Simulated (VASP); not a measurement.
## SiAg2As2: single point with PBE

Crystal: SiAg2As2.

```xyz
5
Lattice="3.8402 0.0000 0.0000 -1.9201 3.3257 0.0000 0.0000 0.0000 8.4463" Properties=species:S:1:pos:R:3 pbc="T T T"
Si    0.0000    0.0000    0.0000
Ag    0.0000    0.0000    2.5200
Ag    0.0000    0.0000    5.9263
As    0.0000    2.2171    0.0000
As    1.9201    1.1086    0.0000
```

* Program: VASP 6.6.1
* Task: single point
* Functional: PBE
* Potentials or basis: VASP PAW PBE potentials, release 64 (Si, Ag, As)
* Cutoff: 520 eV
* k mesh: 6 × 6 × 2
* Occupations: gaussian, width 0.1 eV
* Spin: no spin polarisation
* Dipole correction: no
* Further INCAR settings: ALGO = Normal; EDIFF = 1e-06; NBANDS = 26

```json
{
 "Pressure": "38.2 GPa",
 "Largest force": "0.932 eV/Å",
 "Band gap on the k mesh": "zero (band 18 reaches 6.54 eV, above the bottom of band 19 at 3.39 eV)"
}
```

Forces on the atoms (eV/Å):
```
Si   0.000  0.000  0.000
Ag   0.000  0.000  0.932
Ag   0.000  0.000 -0.932
As   0.000  0.000  0.000
As   0.000  0.000  0.000
```

Stress tensor (GPa, compression positive):
```
57.02  0.00  0.00
 0.00 57.02  0.00
 0.00  0.00  0.61
```

Levels at points of the mesh, in eV from the Fermi level:
```
           k point  band 16  band 17  band 18  band 19  band 20  band 21
(0.00, 0.00, 0.00)    -3.38    -3.38    -3.21    -1.12     0.83     2.22
(0.50, 0.00, 0.00)    -2.65     0.26     1.19     1.33     3.15     3.49
(0.00, 0.00, 0.50)    -3.25    -3.25    -2.54    -1.91    -0.17     3.26
(0.50, 0.00, 0.50)    -2.76     0.91     1.24     1.74     2.17     2.66
```

It took 49 s on 1 thread of Intel Xeon 6975P-C, with other jobs on the host, peak memory 0.24 GiB.

Caveat: the k points lie up to 0.37 Å⁻¹ apart.
